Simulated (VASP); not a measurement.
The system is Cd2HgSe3.

```
Cd Hg Se
1.0
     4.42400   -0.02352    0.04183
    -2.23237    3.83506   -0.05013
     0.20458   -0.16497   20.60837
Cd Hg Se
4 2 6
Cartesian
  -0.0694 -0.0312 -0.0140
  0.0257 0.0049 10.3842
  2.0759 1.3050 3.3491
  2.2802 1.2082 13.8266
  0.0302 2.2764 6.9931
  0.1277 2.4559 16.9962
  2.5647 1.1542 0.8773
  2.2311 1.0643 11.1920
  0.0835 2.6000 4.2148
  0.1784 2.5214 14.6437
  0.1297 0.0608 7.6519
  0.1830 -0.2399 18.0459
```

| Item | Value |
| --- | --- |
| Program | VASP 6.6.1 |
| Task | relaxation of cell and atoms |
| Functional | PBE |
| Potentials or basis | VASP PAW PBE potentials, release 64 (Cd, Hg, Se) |
| Cutoff | 600 eV |
| k mesh | 6 × 6 × 1 |
| Occupations | gaussian, width 0.2 eV |
| Spin | no spin polarisation |

At the start: pressure 4.3 GPa; volume 29.04 Å³/atom.

Task: How do energy, volume and symmetry change on relaxing?

Result: Over 25 steps the energy falls by 155.6 meV/atom and the volume is 30.21 Å³/atom (+4.0 %); space group P1 (No. 1, to 0.1 Å) before, Cc (No. 9, to 0.1 Å).

The path:
| step | energy change (eV) | largest force (eV/Å) | pressure (GPa) | volume (Å³) |
| --- | --- | --- | --- | --- |
| 1 | 0.0000 | 3.4040 | 4.25 | 348.51 |
| 2 | -1.4075 | 0.5624 | -2.47 | 388.54 |
| 3 | -1.4653 | 0.7424 | -1.58 | 379.29 |
| 4 | -1.6922 | 0.5338 | -0.31 | 365.70 |
| 5 | -1.7401 | 0.4412 | 0.77 | 356.55 |
| 6 | -1.8112 | 0.2709 | 0.33 | 359.65 |
| 7 | -1.8292 | 0.2019 | 0.02 | 362.23 |
| 8 | -1.8439 | 0.1225 | -0.05 | 362.79 |
| 9 | -1.8488 | 0.1111 | -0.11 | 363.34 |
| 10 | -1.8546 | 0.0817 | 0.06 | 361.87 |
| 11 | -1.8551 | 0.0838 | 0.13 | 361.37 |
| 12 | -1.8578 | 0.0484 | -0.05 | 362.75 |
| 13 | -1.8581 | 0.0473 | -0.10 | 363.24 |
| 14 | -1.8599 | 0.0464 | 0.01 | 362.38 |
| 15 | -1.8600 | 0.0520 | 0.03 | 362.16 |
| 16 | -1.8614 | 0.0422 | 0.01 | 362.30 |
| 17 | -1.8630 | 0.0565 | -0.03 | 362.62 |
| 18 | -1.8643 | 0.0468 | 0.03 | 362.20 |
| 19 | -1.8653 | 0.0400 | 0.13 | 361.42 |
| 20 | -1.8660 | 0.0346 | 0.08 | 361.89 |
| 21 | -1.8665 | 0.0399 | -0.02 | 362.75 |
| 22 | -1.8667 | 0.0349 | -0.02 | 362.73 |
| 23 | -1.8671 | 0.0264 | -0.01 | 362.66 |
| 24 | -1.8672 | 0.0274 | -0.01 | 362.63 |
| 25 | -1.8675 | 0.0220 | 0.01 | 362.47 |

Final structure:
```cif
data_structure
_symmetry_space_group_name_H-M 'P 1'
_symmetry_Int_Tables_number 1
_cell_length_a 4.4083
_cell_length_b 4.4089
_cell_length_c 21.5409
_cell_angle_alpha 89.987
_cell_angle_beta 90.013
_cell_angle_gamma 120.028
_cell_volume 362.47
loop_
_atom_site_label
_atom_site_type_symbol
_atom_site_fract_x
_atom_site_fract_y
_atom_site_fract_z
_atom_site_occupancy
Cd1 Cd 0.00769 0.99603 0.00130 1
Cd2 Cd 0.99278 0.00177 0.50022 1
Cd3 Cd 0.66839 0.33558 0.16687 1
Cd4 Cd 0.66616 0.33885 0.66625 1
Hg1 Hg 0.32869 0.66322 0.33273 1
Hg2 Hg 0.33431 0.66415 0.83336 1
Se1 Se 0.67469 0.33016 0.04192 1
Se2 Se 0.66038 0.33486 0.54112 1
Se3 Se 0.33561 0.66872 0.20715 1
Se4 Se 0.33299 0.67125 0.70730 1
Se5 Se 0.99615 0.99747 0.37538 1
Se6 Se 0.00216 0.99792 0.87640 1
```
